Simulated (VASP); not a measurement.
Ge, 2 atoms in the cell. The structure is cubic, space group Fd-3m (No. 227). The conventional cell has a = 5.377 Å, b = 5.377 Å, c = 5.377 Å, α = 90.00°, β = 90.00°, γ = 90.00°. Ge (site symmetry -43m) has 4 Ge at 2.33 Å within 3.1 Å. 

- Program: VASP 6.6.1
- Task: single point
- Functional: PBE
- Potentials or basis: VASP PAW PBE potentials, release 64 (Ge_d)
- Cutoff: 520 eV
- k mesh: 6 × 6 × 6
- Occupations: fermi-dirac, width 0.02 eV
- Spin: no spin polarisation
- Dipole correction: no
- Further INCAR settings: ALGO = Normal; EDIFF = 1e-07; NBANDS = 21

Potentials or basis: VASP PAW PBE potentials, release 64 (Ge_d).

The run is started by

```console
$ cat potpaw_PBE.64/Ge_d/POTCAR > POTCAR
$ mpirun -np 1 vasp_std > vasp.out
```

Hardware: 1 thread of Intel(R) Xeon(R) Platinum 8559C (Emerald Rapids) (shared host).

Q: Estimate the wall time of this run.

A: Wall time 9.1 s on 1 thread of Intel(R) Xeon(R) Platinum 8559C (Emerald Rapids), with other jobs on the host, peak memory 0.15 GiB. Counts: scf iterations 12, k points 16.
